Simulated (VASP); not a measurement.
Write the native input for VASP 6.6.1 that does the following.

```
Task                   : single point
Functional             : PBE
Potentials or basis    : VASP PAW PBE potentials, release 64 (Y_sv, Lu, F)
Cutoff                 : 520 eV
k mesh                 : 6 × 6 × 4
Occupations            : gaussian, width 0.1 eV
Spin                   : no spin polarisation
Dipole correction      : no
Further INCAR settings : ALGO = Normal; EDIFF = 1e-06; NBANDS = 50
```

The structure of YLu2F3 lies in POSCAR:

```
YLu2F3
1.0
    7.3233502413      0.0000000000      0.0000000000
   -3.6616751207      6.3422073498      0.0000000000
    0.0000000000      0.0000000000      7.0400668119
Y Lu F
1 2 3
Direct
    0.0000000000      0.0000000000      0.0000000000
    0.6666666667      0.3333333333      0.0000000000
    0.6666666667      0.3333333333      0.5000000000
    0.8330039864      0.1669960136      0.0000000000
    0.8330039864      0.6660079728      0.0000000000
    0.3339920272      0.1669960136      0.0000000000
```

The cell was built from a structure type or drawn by symmetry, and may not be a known phase.

The input as run:

INCAR

```
SYSTEM = YLu2F3
PREC = Accurate ; ENCUT = 520
EDIFF = 1E-6 ; ISMEAR = 0
SIGMA = 0.1 ; LREAL = .FALSE.
LASPH = .TRUE. ; NELM = 60
ALGO = Normal ; ISIF = 2
LWAVE = .FALSE. ; LCHARG = .FALSE.
GGA = PE ; NBANDS = 50
```

KPOINTS

```
regular mesh
0
G
  6 6 4
  0 0 0
```

Potentials or basis: VASP PAW PBE potentials, release 64 (Y_sv, Lu, F).

The run is started by

```sh
$ cat potpaw_PBE.64/Y_sv/POTCAR potpaw_PBE.64/Lu/POTCAR potpaw_PBE.64/F/POTCAR > POTCAR
$ mpirun -np 1 vasp_std > vasp.out
```

Results of the run:

```yaml
Pressure: 0.2 GPa
Largest_force: 0.094 eV/Å
Band_gap_on_the_k_mesh: zero (bands 41 and 42 overlap by 0.10 eV)
```

Caveat: spin-orbit coupling is left out, which moves the levels of the heavy elements.

It took 5.5 min on 1 thread of Intel(R) Xeon(R) 6975P-C (Granite Rapids), on a shared host, peak memory 0.6 GiB.
